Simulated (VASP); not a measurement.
Crystal: CoSi.

```xyz
2
Lattice="2.7627 0.0000 0.0000 0.0000 2.7627 0.0000 0.0000 0.0000 2.7627" Properties=species:S:1:pos:R:3 pbc="T T T"
Co    0.0000    0.0000    0.0000
Si    1.3813    1.3813    1.3813
```

This cell differs from its parent crystal: volume scaled by 0.98.

Base run:

```yaml
Program: VASP 6.6.1
Functional: PBEsol
Potentials_or_basis: VASP PAW PBE potentials, release 64 (Co, Si)
Cutoff: 520 eV
k_mesh: 10 × 10 × 10
Occupations: fermi-dirac, width 0.05 eV
Spin: collinear spin, ferromagnetic start
Starting_moments: "[2.0, 0.0] μB"
```

Its results: pressure -2.0 GPa; net moment 0.51 μB per cell; site moments Co +0.50; Si +0.01 μB.

Problem. The run is repeated on the same cell with these changes: functional from PBEsol to PBE; further incar settings from ALGO = Normal; EDIFF = 1e-07; NBANDS = 18 to ALGO = Normal; EDIFF = 1e-06; NBANDS = 18. What comes out?

Solution. Pressure 5.2 GPa; net moment 0.53 μB per cell; site moments Co +0.53; Si +0.01 μB.

Caveats: the PAW data sets were made with another functional, which shifts forces and pressure a little (some runs).
